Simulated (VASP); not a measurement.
# InAs (qlda) (F-43m) in VASP: a series of runs

The runs below take InAs (qlda) through single point, relaxation of cell and atoms, with LDA.

All numbers are computed with VASP 6.6.1; they aren't measurements. Logs are shortened: lines on timing, memory, paths and dates and some standing lists are left out, and cuts for length are marked.

## 1. The cell of the first run

Symmetry: F-43m, No. 216, cubic system. Conventional cell: a = 6.026 Å, b = 6.026 Å, c = 6.026 Å, α = 90.00°, β = 90.00°, γ = 90.00°. In (site symmetry -43m) has 4 As at 2.61 Å within 3.4 Å. Within 3.4 Å of As (site symmetry -43m) lie 4 In at 2.61 Å.

## 2. Single point, LDA

File INCAR:

```
ALGO = Normal ; EDIFF = 1E-6
ENCUT = 520 ; ISIF = 2
ISMEAR = 0 ; LASPH = True
LCHARG = True ; LELF = True
LREAL = False ; LVHAR = True
LWAVE = False ; NBANDS = 16
NELM = 80 ; PREC = Accurate
SIGMA = 0.1
```

File KPOINTS:

```
k-points
0
Gamma
  10 10 10
```

File POSCAR:

```
InAs
1.0
    0.0000000000      3.0130236965      3.0130236965
    3.0130236965      0.0000000000      3.0130236965
    3.0130236965      3.0130236965      0.0000000000
In As
1 1
Direct
    0.2500000000      0.2500000000      0.2500000000
    0.0000000000      0.0000000000      0.0000000000
```

Potentials or basis: VASP PAW LDA potentials, release 64 (In_d, As).

Command:

```sh
$ cat potpaw_LDA.64/In_d/POTCAR potpaw_LDA.64/As/POTCAR > POTCAR
$ mpirun -np 1 vasp_std > vasp.out
```

OUTCAR:

```text
EDIFF = 1E-6
   ENCUT = 520
   ISIF = 2
   ISMEAR = 0
   LASPH = True
   LREAL = False
   NELM = 80
   PREC = Accurate

 ion  position               nearest neighbor table
   1  0.250  0.250  0.250-   2 2.61   2 2.61   2 2.61   2 2.61
   2  0.000  0.000  0.000-   1 2.61   1 2.61   1 2.61   1 2.61

  LATTYP: Found a face centered cubic cell.
 ALAT       =     6.0260473930

  Lattice vectors:

 A1 = (   0.0000000000,   3.0130236965,   3.0130236965)
 A2 = (   3.0130236965,   0.0000000000,   3.0130236965)
 A3 = (   3.0130236965,   3.0130236965,   0.0000000000)

Analysis of symmetry for initial positions (statically):
=====================================================================
 Subroutine PRICEL returns:
 Original cell was already a primitive cell.

 Routine SETGRP: Setting up the symmetry group for a
 face centered cubic supercell.

 Subroutine GETGRP returns: Found 24 space group operations
 (whereof 24 operations were pure point group operations)
 out of a pool of 48 trial point group operations.

The static configuration has the point symmetry T_d .

Analysis of symmetry for dynamics (positions and initial velocities):
=====================================================================
 Subroutine PRICEL returns:
 Original cell was already a primitive cell.

 Routine SETGRP: Setting up the symmetry group for a
 face centered cubic supercell.

 Subroutine GETGRP returns: Found 24 space group operations
 (whereof 24 operations were pure point group operations)
 out of a pool of 48 trial point group operations.

The dynamic configuration has the point symmetry T_d .

 Subroutine INISYM returns: Found 24 space group operations
 (whereof 24 operations are pure point group operations),
 and found     1 'primitive' translations

----------------------------------------------------------------------------------------

                                     Primitive cell

  volume of cell :      54.7063

  direct lattice vectors                    reciprocal lattice vectors
     0.000000000  3.013023696  3.013023696    -0.165946255  0.165946255  0.165946255
     3.013023696  0.000000000  3.013023696     0.165946255 -0.165946255  0.165946255
     3.013023696  3.013023696  0.000000000     0.165946255  0.165946255 -0.165946255

  length of vectors
     4.261058975  4.261058975  4.261058975     0.287427346  0.287427346  0.287427346

  position of ions in fractional coordinates (direct lattice)
     0.250000000  0.250000000  0.250000000
     0.000000000  0.000000000  0.000000000

  ion indices of the primitive-cell ions
   primitive index   ion index
                 1           1
[... 70 lines left out ...]
   LASPH  =      T    aspherical Exc in radial PAW
   ENCUT  =  520.0 eV  38.22 Ry    6.18 a.u.   7.92  7.92  7.92*2*pi/ulx,y,z
   NELM   =     80;   NELMIN=  2; NELMDL= -5     # of ELM steps
   EDIFF  = 0.1E-05   stopping-criterion for ELM
   LREAL  =      F    real-space projection
   EDIFFG = 0.1E-04   stopping-criterion for IOM
   NSW    =      0    number of steps for IOM
   IBRION =     -1    ionic relax: 0-MD 1-quasi-New 2-CG
   NFREE  =      0    steps in history (QN), initial steepest desc. (CG)
   ISIF   =      2    stress and relaxation
   ISYM   =      2    0-nonsym 1-usesym 2-fastsym
   POTIM  = 0.5000    time-step for ionic-motion
   TEBEG  =    0.0;   TEEND  =   0.0 temperature during run
   PSTRESS=    0.0 pullay stress
   NELECT =      18.0000    total number of electrons
   NUPDOWN=      -1.0000    fix difference up-down
   EMIN   =  10.00;   EMAX   =-10.00  energy-range for DOS
   EFERMI =   0.00;   METHOD = LEGACY
   ISMEAR =     0;   SIGMA  =   0.10  broadening in eV -4-tet -1-fermi 0-gaus
   EFERMI_NEDOS =   21; number of points for ismear=-14 and -15
   IALGO  =     38    algorithm
   IMIX   =      4    mixing-type and parameters
     AMIX     =   0.40;   BMIX     =  1.00
     AMIX_MAG =   1.60;   BMIX_MAG =  1.00
  volume/ion in A,a.u.               =      27.35       184.59
  Fermi-wavevector in a.u.,A,eV,Ry     =   1.130194  2.135758 17.379255  1.277339
  Thomas-Fermi vector in A             =   2.266890
   LORBIT       =      0    0 simple, 1 ext, 2 COOP (PROOUT), +10 PAW based schemes
   GGA     = CA    functional components
   LHFCALC =     F    Hartree Fock is set to
   AEXX    =    0.0000 exact exchange contribution
   IVDW    =     0    specifies the selected vdW correction
   LEPSILON=     F    determine dielectric tensor
   LRPA    =     F    only Hartree local field effects (RPA)
 non-spin polarized calculation
 Gauss-broadening in eV      SIGMA  =   0.10
  energy-cutoff  :      520.00
  volume of cell :       54.71
 maximum number of plane-waves:      1490
   NGX = 15   NGY = 15   NGZ = 15

 number of electron      17.9999992 magnetization

 Free energy of the ion-electron system (eV)
  ---------------------------------------------------
  ext. energy  EPLUGINS =         0.00000000
  ---------------------------------------------------
  free energy    TOTEN  =        -9.02902055 eV

  energy without entropy =       -9.02881740  energy(sigma->0) =       -9.02891897

 E-fermi :   4.4852     XC(G=0):  -9.4569

 val. band max:        4.4448829613   @ k =   0.0000   0.0000   0.0000
 cond. band min:       5.2747706201   @ k =   0.5000   0.0000   0.0000
 fundamental gap:      0.8298876588
 Fermi energy:         4.4852086769

 k-point     1 :       0.0000    0.0000    0.0000
  band No.  band energies     occupation
      1      -9.9339      2.00000
      2      -9.9339      2.00000
      3      -9.9339      2.00000
      4      -9.8009      2.00000
      5      -9.8009      2.00000
      6      -7.5374      2.00000
[... 433 lines left out ...]
      3      -9.8682      2.00000
      4      -9.8296      2.00000
      5      -9.7829      2.00000
      6      -6.0411      2.00000
[... 8 lines left out ...]
     15      15.5769      0.00000
     16      16.4425      0.00000

 [... further k-points ...]
[... 5 lines left out ...]
  --------------------------------------------------------------------------------------
  -------------------------------------------------------------------------------------
  Total        0.0503721      0.0503721      0.0503721      0.0000000      0.0000000     -0.0000000
  in kB        1.4752424      1.4752424      1.4752424      0.0000000      0.0000000     -0.0000000
  external PRESSURE =       1.4752424 kB  Pullay stress =       0.0000000 kB

 VOLUME and BASIS-vectors are now :
 -----------------------------------------------------------------------------
  energy-cutoff  :      520.00
  volume of cell :       54.71
      direct lattice vectors                 reciprocal lattice vectors
     0.000000000  3.013023696  3.013023696    -0.165946255  0.165946255  0.165946255
     3.013023696  0.000000000  3.013023696     0.165946255 -0.165946255  0.165946255
     3.013023696  3.013023696  0.000000000     0.165946255  0.165946255 -0.165946255

 POSITION                                       TOTAL-FORCE (eV/Angst)
 -----------------------------------------------------------------------------------
      1.50651      1.50651      1.50651         0.000000      0.000000     -0.000000
      0.00000      0.00000      0.00000        -0.000000     -0.000000      0.000000
 -----------------------------------------------------------------------------------
    total drift:                                0.000000      0.000000      0.000000

  FREE ENERGIE OF THE ION-ELECTRON SYSTEM (eV)
  ---------------------------------------------------
  free  energy   TOTEN  =        -9.0290205480 eV

  energy  without entropy=       -9.0288173980  energy(sigma->0) =       -9.02891897
```

stdout:

```text
POSCAR found type information on POSCAR InAs
 POSCAR found :  2 types and       2 ions
 scaLAPACK will be used
 LDA part: xc-table for (Slater(with rela. corr.)+CA(PZ))
 , standard interpolation
 POSCAR, INCAR and KPOINTS ok, starting setup
 FFT: planning ... GRIDC
 FFT: planning ... GRID_SOFT
 FFT: planning ... GRID
 WAVECAR not read
 entering main loop
```

It took 71 s on 1 thread of AMD EPYC 7R13, shared host; peak memory 0.15 GiB.

Results:

| Quantity | Value |
| --- | --- |
| Free energy | -9.0290 eV |
| Pressure | 0.1 GPa |
| Band gap on the k mesh | zero (filled and empty bands touch) |

Caveat: spin-orbit coupling is left out, which moves the levels of the heavy elements.

## 3. Single point, LDA

File INCAR:

```
SYSTEM = InAs
PREC = Accurate
ENCUT = 520
EDIFF = 1E-6
ISMEAR = -1
SIGMA = 0.15
LREAL = .False.
LASPH = .True.
NELM = 100
ALGO = Normal
ISIF = 2
LWAVE = .False.
LCHARG = .True.
GGA = CA
LELF = .True.
LVHAR = .True.
NBANDS = 16
```

File KPOINTS:

```
Automatic mesh
0
Gamma
  10 10 10
  0 0 0
```

File POSCAR:

```
InAs
1.0
    0.0000000000      3.0132574057      3.0132574057
    3.0132574057      0.0000000000      3.0132574057
    3.0132574057      3.0132574057      0.0000000000
In As
1 1
Direct
    0.2500000000      0.2500000000      0.2500000000
    0.0000000000      0.0000000000      0.0000000000
```

Potentials or basis: VASP PAW LDA potentials, release 64 (In_d, As).

Command:

```sh
$ cat potpaw_LDA.64/In_d/POTCAR potpaw_LDA.64/As/POTCAR > POTCAR
$ mpirun -np 1 vasp_std > vasp.out
```

It took 68 s on 1 thread of AMD EPYC 7R13, shared host; peak memory 0.15 GiB.

The run converged. Its results:

```yaml
Free_energy: -9.0303 eV
Pressure: 0.1 GPa
Band_gap_on_the_k_mesh: zero (filled and empty bands touch)
```

Levels at points of the mesh, in eV from the Fermi level:
| k point | band 5 | band 6 | band 7 | band 8 | band 9 | band 10 | band 11 | band 12 | band 13 | band 14 |
| --- | --- | --- | --- | --- | --- | --- | --- | --- | --- | --- |
| (0.00, 0.00, 0.00) | -14.59 | -12.33 | -0.69 | -0.35 | -0.35 | -0.35 | 3.48 | 3.48 | 3.48 | 6.97 |
| (0.50, 0.00, 0.00) | -14.58 | -10.81 | -6.24 | -1.36 | -1.36 | 0.48 | 4.27 | 4.27 | 6.35 | 8.55 |
| (0.50, 0.50, 0.00) | -14.57 | -10.26 | -6.31 | -2.73 | -2.73 | 1.06 | 1.61 | 8.72 | 8.86 | 8.86 |

Caveat: spin-orbit coupling is left out, which moves the levels of the heavy elements.

## 4. Relaxation of cell and atoms, LDA

File INCAR:

```
SYSTEM = InAs
  PREC = Accurate
  ENCUT = 600
  EDIFF = 1E-6
  ISMEAR = -1
  SIGMA = 0.15
  LREAL = .FALSE.
  LASPH = .TRUE.
  NELM = 60
  ALGO = Normal
  ISIF = 3
  LWAVE = .FALSE.
  LCHARG = .FALSE.
  GGA = CA
  IBRION = 2
  NSW = 80
  EDIFFG = -0.001
```

File KPOINTS:

```
Automatic mesh
0
G
  10 10 10
  0 0 0
```

File POSCAR:

```
InAs
1.0
    0.0000000000      3.0130236965      3.0130236965
    3.0130236965      0.0000000000      3.0130236965
    3.0130236965      3.0130236965      0.0000000000
In As
1 1
Direct
    0.2500000000      0.2500000000      0.2500000000
    0.0000000000      0.0000000000      0.0000000000
```

Potentials or basis: VASP PAW LDA potentials, release 64 (In_d, As).

Command:

```sh
$ cat potpaw_LDA.64/In_d/POTCAR potpaw_LDA.64/As/POTCAR > POTCAR
$ mpirun -np 1 vasp_std > vasp.out
```

OUTCAR:

```text
SYSTEM = InAs
   PREC = Accurate
   ENCUT = 600
   EDIFF = 1E-6
   ISMEAR = -1
   LREAL = .FALSE.
   LASPH = .TRUE.
   NELM = 60
   ISIF = 3
   GGA = CA
   IBRION = 2
   NSW = 80
   EDIFFG = -0.001

 ion  position               nearest neighbor table
   1  0.250  0.250  0.250-   2 2.61   2 2.61   2 2.61   2 2.61
   2  0.000  0.000  0.000-   1 2.61   1 2.61   1 2.61   1 2.61

  LATTYP: Found a face centered cubic cell.
 ALAT       =     6.0260473930

  Lattice vectors:

 A1 = (   0.0000000000,   3.0130236965,   3.0130236965)
 A2 = (   3.0130236965,   0.0000000000,   3.0130236965)
 A3 = (   3.0130236965,   3.0130236965,   0.0000000000)

Analysis of symmetry for initial positions (statically):
=====================================================================
 Subroutine PRICEL returns:
 Original cell was already a primitive cell.

 Routine SETGRP: Setting up the symmetry group for a
 face centered cubic supercell.

 Subroutine GETGRP returns: Found 24 space group operations
 (whereof 24 operations were pure point group operations)
 out of a pool of 48 trial point group operations.

The static configuration has the point symmetry T_d .

Analysis of symmetry for dynamics (positions and initial velocities):
[... 170 lines left out ...]
  external PRESSURE =       1.8770798 kB  Pullay stress =       0.0000000 kB
[... 275 lines left out ...]
--------------------------------------- Ionic step        9  -------------------------------------------

 number of electron      18.0000003 magnetization

 Free energy of the ion-electron system (eV)
  ---------------------------------------------------
  ext. energy  EPLUGINS =         0.00000000
  ---------------------------------------------------
  free energy    TOTEN  =        -9.03049591 eV

  energy without entropy =       -9.02673070  energy(sigma->0) =       -9.02861331

 E-fermi :   4.7559     XC(G=0):  -9.4431

 val. band max:        4.4105091383   @ k =   0.0000   0.0000   0.0000
 cond. band min:       5.2336677485   @ k =   0.5000   0.0000   0.0000
 fundamental gap:      0.8231586102
 Fermi energy:         4.7559220711

 k-point     1 :       0.0000    0.0000    0.0000
  band No.  band energies     occupation
      1      -9.9608      2.00000
      2      -9.9608      2.00000
      3      -9.9608      2.00000
      4      -9.8291      2.00000
      5      -9.8291      2.00000
      6      -7.5504      2.00000
      7       4.0526      1.98177
      8       4.4105      1.81821
      9       4.4105      1.81821
     10       4.4105      1.81821
     11       8.2370      0.00000
     12       8.2370      0.00000
     13       8.2370      0.00000
[... 354 lines left out ...]
  band No.  band energies     occupation
      1     -10.1180      2.00000
      2      -9.8984      2.00000
      3      -9.8958      2.00000
      4      -9.8574      2.00000
      5      -9.8113      2.00000
      6      -6.0634      2.00000
      7      -0.6597      2.00000
      8       2.1613      2.00000
      9       2.4374      2.00000
     10       6.3242      0.00006
     11       7.1074      0.00000
     12      10.9638      0.00000
     13      11.7373      0.00000

 [... further k-points ...]
[... 5 lines left out ...]
  --------------------------------------------------------------------------------------
  -------------------------------------------------------------------------------------
  Total       -0.0019278     -0.0019278     -0.0019278      0.0000000      0.0000000     -0.0000000
  in kB       -0.0562761     -0.0562761     -0.0562761      0.0000000      0.0000000     -0.0000000
  external PRESSURE =      -0.0562761 kB  Pullay stress =       0.0000000 kB
[... 17 lines left out ...]
  FREE ENERGIE OF THE ION-ELECTRON SYSTEM (eV)
  ---------------------------------------------------
  free  energy   TOTEN  =        -9.0304959114 eV

  energy  without entropy=       -9.0267307028  energy(sigma->0) =       -9.02861331

 reached required accuracy - stopping structural energy minimisation
```

OSZICAR:

```text
N       E                     dE             d eps       ncg     rms          rms(c)
DAV:   1     0.110023221345E+03    0.11002E+03   -0.96899E+03  1222   0.173E+03
DAV:   2    -0.785226761419E+00   -0.11081E+03   -0.10746E+03  1267   0.342E+02
DAV:   3    -0.912119077076E+01   -0.83360E+01   -0.82284E+01  1607   0.913E+01
DAV:   4    -0.933983355069E+01   -0.21864E+00   -0.21847E+00  1325   0.163E+01
[... 48 lines left out ...]
DAV:   2    -0.903049602967E+01    0.98972E-06   -0.19418E-06   834   0.371E-02
   8 F= -.90304960E+01 E0= -.90286152E+01  d E =-.233101E-06
       N       E                     dE             d eps       ncg     rms          rms(c)
DAV:   1    -0.903049826790E+01   -0.12485E-05   -0.48365E-05  1532   0.152E-01    0.916E-03
DAV:   2    -0.903049626081E+01    0.20071E-05   -0.41618E-06  1017   0.529E-02    0.328E-03
DAV:   3    -0.903049591144E+01    0.34936E-06   -0.94798E-07   626   0.233E-02
   9 F= -.90304959E+01 E0= -.90286133E+01  d E =-.114873E-06
```

It took 5.6 min on 1 thread of AMD EPYC 7R13, shared host; peak memory 0.18 GiB.

What came out:

```yaml
Free_energy: -9.0305 eV
Relaxed_volume: 27.44 Å³/atom
Relaxed_cell: a = 4.266 Å, b = 4.266 Å, c = 4.266 Å, α = 60.00°, β = 60.00°, γ = 60.00°
Space_group_after_relaxing_to_0.05_Å: F-43m (No. 216)
Energy_gained_by_relaxing: 0.1 meV/atom
Ionic_steps: 9
Pressure_after_relaxing: 0.0 GPa
Band_gap_on_the_k_mesh: zero (filled and empty bands touch)
```

Step by step:
| step | energy change (eV) | largest force (eV/Å) | pressure (GPa) | volume (Å³) |
| --- | --- | --- | --- | --- |
| 1 | 0.0000 | 0.0000 | 0.19 | 54.71 |
| 2 | -0.0001 | 0.0000 | -0.08 | 54.96 |
| 3 | -0.0001 | 0.0000 | 0.01 | 54.89 |
| 4 | -0.0001 | 0.0000 | -0.02 | 54.89 |
| 5 | -0.0001 | 0.0000 | -0.03 | 54.89 |
| 6 | -0.0001 | 0.0000 | 0.03 | 54.85 |
| 7 | -0.0001 | 0.0000 | 0.01 | 54.87 |
| 8 | -0.0001 | 0.0000 | 0.03 | 54.88 |
| 9 | -0.0001 | 0.0000 | -0.01 | 54.88 |

Final structure:
```
In As
1.0
     0.00000    3.01630    3.01630
     3.01630    0.00000    3.01630
     3.01630    3.01630    0.00000
In As
1 1
Cartesian
  1.5081 1.5081 1.5081
  0.0000 0.0000 0.0000
```

Levels at points of the mesh, in eV from the Fermi level:
```csv
k point,band 5,band 6,band 7,band 8,band 9,band 10,band 11,band 12,band 13
"(0.00, 0.00, 0.00)",-14.59,-12.31,-0.70,-0.35,-0.35,-0.35,3.48,3.48,3.48
"(0.50, 0.00, 0.00)",-14.58,-10.80,-6.22,-1.36,-1.36,0.48,4.27,4.27,6.35
"(0.50, 0.50, 0.00)",-14.56,-10.25,-6.29,-2.72,-2.72,1.06,1.61,8.70,8.84
```

Caveat: spin-orbit coupling is left out, which moves the levels of the heavy elements.

## 5. The runs side by side

```csv
task,cell,cutoff (eV),smearing,gap on the mesh (eV),pressure (GPa)
single point,"a = 4.261 Å, angles 60.0°, 2 atoms",520,gaussian 0.1 eV,none,0.1
single point,"a = 4.261 Å, angles 60.0°, 2 atoms",520,fermi-dirac 0.15 eV,none,0.1
relaxation of cell and atoms,"relaxed from a = 4.261 Å, angles 60.0°, 2 atoms",600,fermi-dirac 0.15 eV,none,0.0
```

Alike in all rows: level LDA; potentials or basis VASP PAW LDA potentials, release 64 (In_d, As); no spin polarisation; k mesh 10 × 10 × 10.

Caveats: spin-orbit coupling is left out, which moves the levels of the heavy elements.

Total energies depend on the potentials used, so only differences within one code and one set of settings carry meaning.
